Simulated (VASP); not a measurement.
A run of VASP 6.6.1 is set up as follows.

Contents of INCAR:

```
ALGO     = Fast           # electronic algorithm
EDIFF    = 1E-6           # SCF threshold, eV
ENCUT    = 520            # plane-wave cutoff, eV
GGA      = PS             # functional
ISIF     = 2              # what is computed and relaxed
ISMEAR   = 0              # smearing method
LASPH    = T              # aspherical terms in the spheres
LCHARG   = F              # write CHGCAR
LREAL    = F              # projectors in reciprocal space
LWAVE    = F              # write WAVECAR
NBANDS   = 12             # bands
NELM     = 60             # most SCF steps
PREC     = Accurate       # precision mode
SIGMA    = 0.15           # smearing width, eV
```

KPOINTS

```
k-points
0
Gamma
  26 26 26
```

The input POSCAR:

```
Ti
1.0
   -1.7656276692      1.6051160629      1.6051160629
    1.7656276692     -1.6051160629      1.6051160629
    1.7656276692      1.6051160629     -1.6051160629
Ti
1
Direct
    0.0000000000      0.0000000000      0.0000000000
```

Potentials or basis: VASP PAW PBE potentials, release 64 (Ti_sv).

The run is started by

```console
$ cat potpaw_PBE.64/Ti_sv/POTCAR > POTCAR
$ mpirun -np 1 vasp_std > vasp.out
```

Estimate the pressure.

-9.1 GPa.

Predict the band gap on the k mesh.

zero (bands 6 and 7 overlap by 1.55 eV).

Stress tensor (GPa, compression positive):
```
-7.73  0.00  0.00
 0.00 -9.78  0.00
 0.00  0.00 -9.78
```

Caveat: the cell differs from its parent crystal (strain +0.1000 x Voigt [1, 0, 0, 0, 0, 0]); the cell stands under tension; the PAW data sets were made with another functional, which shifts forces and pressure a little.
